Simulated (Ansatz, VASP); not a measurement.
**One calculation of Sr, two programs**

```
Sr
1.0
     4.37465    0.00000    0.00000
    -2.18733    3.78856    0.00000
     0.00000    0.00000    6.83850
Sr
2
Direct
  0.33333 0.66667 0.25000
  0.66667 0.33333 0.75000
```

Change from the starting cell: strain +0.015 along x and y, -0.030 along z, atoms carried along.

Alike in both runs: task single point; functional PBEsol; k mesh 15 × 15 × 8; occupations gaussian, width 0.15 eV; no spin polarisation.

|  | VASP | Ansatz |
| --- | --- | --- |
| version | VASP 6.6.1 | Ansatz 0.2.0 |
| potentials or method | VASP PAW PBE potentials, release 64 (Sr_sv), cutoff 520 eV | scalar-relativistic, plane waves, PAW |
| valence electrons in the cell | 20 | 20 |

```tsv
	VASP	Ansatz	Ansatz less VASP
gap on the k mesh at the Fermi level (eV)	none	none	-
pressure (GPa)	-0.8	-0.8	-0.01
traceless stress, the component that is largest in VASP (GPa)	0.57	0.57	-0.001
```

VASP's potentials were made for PBE, not for PBEsol. A gap of «none» marks a metal or a gap that the smearing closes.
